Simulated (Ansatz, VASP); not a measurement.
Two plane-wave programs on ScGaS

```
Sc Ga S
1.0
     3.62881    0.00000    0.00000
     0.00000    3.62881    0.00000
     0.00000    0.00000    5.42491
Sc Ga S
1 1 1
Direct
  0.50000 0.50000 0.50000
  0.50000 0.50000 0.00000
  0.00000 0.00000 0.00000
```

Alike in both runs: functional PBE; k mesh 6 × 6 × 4; occupations gaussian, width 0.1 eV; no spin polarisation.

Ansatz relaxed the structure, and its values are those at the end. VASP's run is a single point on that final structure, the one shown.

|  | VASP | Ansatz |
| --- | --- | --- |
| version | VASP 6.6.1 | Ansatz 0.2.0 |
| potentials or method | VASP PAW PBE potentials, release 64 (Sc_sv, Ga_d, S), cutoff 520 eV | scalar-relativistic, plane waves, PAW |
| valence electrons in the cell | 30 | 30 |

```csv
,VASP,Ansatz,Ansatz less VASP
gap on the k mesh at the Fermi level (eV),none,none,-
pressure (GPa),0.2,0.1,-0.05
```

A gap of «none» marks a metal or a gap that the smearing closes. With one functional, cell and mesh, what is left measures potentials, basis and numerics.
